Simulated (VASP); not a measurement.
Set up this calculation in VASP 6.6.1, as the native input.

```yaml
Task: relaxation of cell and atoms
Functional: RPBE
Potentials_or_basis: VASP PAW PBE potentials, release 64 (Os)
Cutoff: 600 eV
k_mesh: 9 × 9 × 12
Occupations: fermi-dirac, width 0.1 eV
Spin: no spin polarisation
Dipole_correction: no
Further_INCAR_settings: ALGO = Normal; EDIFF = 1e-06; IBRION = 2; EDIFFG = -0.01; NSW = 80; ISIF = 3
```

The structure of Os lies in POSCAR:

```
Os
1.0
    4.2920416892      0.0000000000      0.0000000000
   -2.1460208446      3.7170171370      0.0000000000
    0.0000000000      0.0000000000      2.6310215555
Os
3
Direct
    0.0000000000      0.0000000000      0.0000000000
    0.3333333333      0.6666666667      0.5000000000
    0.6666666667      0.3333333333      0.5000000000
```

This isn't the form of Os at room conditions, which is hcp.

One way to write it, as run:

INCAR

```
PREC = Accurate
ENCUT = 600
EDIFF = 1E-6
ISMEAR = -1
SIGMA = 0.1
LREAL = False
LASPH = True
NELM = 60
ALGO = Normal
ISIF = 3
LWAVE = False
LCHARG = False
GGA = RP
IBRION = 2
NSW = 80
EDIFFG = -0.01
```

KPOINTS

```
Automatic mesh
0
Gamma
  9 9 12
```

Potentials or basis: VASP PAW PBE potentials, release 64 (Os).

Run with:

```sh
$ cat potpaw_PBE.64/Os/POTCAR > POTCAR
$ mpirun -np 1 vasp_std > vasp.out
```

Results of the run:

```yaml
Relaxed_volume: 14.83 Å³/atom
Relaxed_cell: a = 4.336 Å, b = 4.336 Å, c = 2.731 Å, α = 90.00°, β = 90.00°, γ = 120.00°
Space_group_after_relaxing_to_0.1_Å: P6/mmm (No. 191)
Pressure_after_relaxing: 0.0 GPa
Band_gap_on_the_k_mesh: zero (bands 12 and 13 overlap by 2.77 eV)
```

Caveat: the PAW data sets were made with another functional, which shifts forces and pressure a little; spin-orbit coupling is left out, which moves the levels of the heavy elements.

Wall time 11 min on 1 thread of Intel Xeon 8259CL, on a shared host, peak memory 0.23 GiB.
